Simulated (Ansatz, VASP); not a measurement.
**One calculation of SrNiPt3, two programs**

```
Sr Ni Pt
1.0
     4.21061    0.00000    0.00000
     0.00000    4.21061    0.00000
     0.00000    0.00000    4.26338
Sr Ni Pt
1 1 3
Direct
  0.00000 0.00000 0.00000
  0.50000 0.50000 0.51500
  0.50000 0.50000 0.97500
  0.00000 0.50000 0.48500
  0.50000 0.00000 0.48500
```

Alike in both runs: task relaxation of cell and atoms; functional PBE; k mesh 4 × 4 × 4; occupations gaussian, width 0.1 eV; collinear spin.

```csv
,VASP,Ansatz
version,VASP 6.6.1,Ansatz 0.2.0
potentials or method,"VASP PAW PBE potentials, release 64 (Sr_sv, Ni, Pt), cutoff 600 eV","scalar-relativistic, plane waves, PAW"
valence electrons in the cell,50,82
```

Ansatz gave:

* gap on the k mesh at the Fermi level, each at its own relaxed structure (eV): none
* net moment per atom (μB): 0.00
* relaxed volume (Å³/atom): 19.49
* relaxed length of the cell vector where the two differ most in proportion (Å): 5.037

Question: What did VASP give for the same quantities?

Answer: gap on the k mesh at the Fermi level, each at its own relaxed structure (eV): none; net moment per atom (μB): 0.00; relaxed volume (Å³/atom): 19.45; relaxed length of the cell vector where the two differ most in proportion (Å): 5.069.

A gap of «none» marks a metal or a gap that the smearing closes. VASP's potentials hold 50 valence electrons a cell and Ansatz's 82, so a difference there can come from the potentials and not from the codes. Ansatz's warnings: seeded moment not kept.

The k mesh is coarse, so the values compare programs but aren't converged. Spin-orbit coupling is off throughout. Noted on VASP's run: the volume moved by over 15 % at a fixed basis, so the end points are rough.
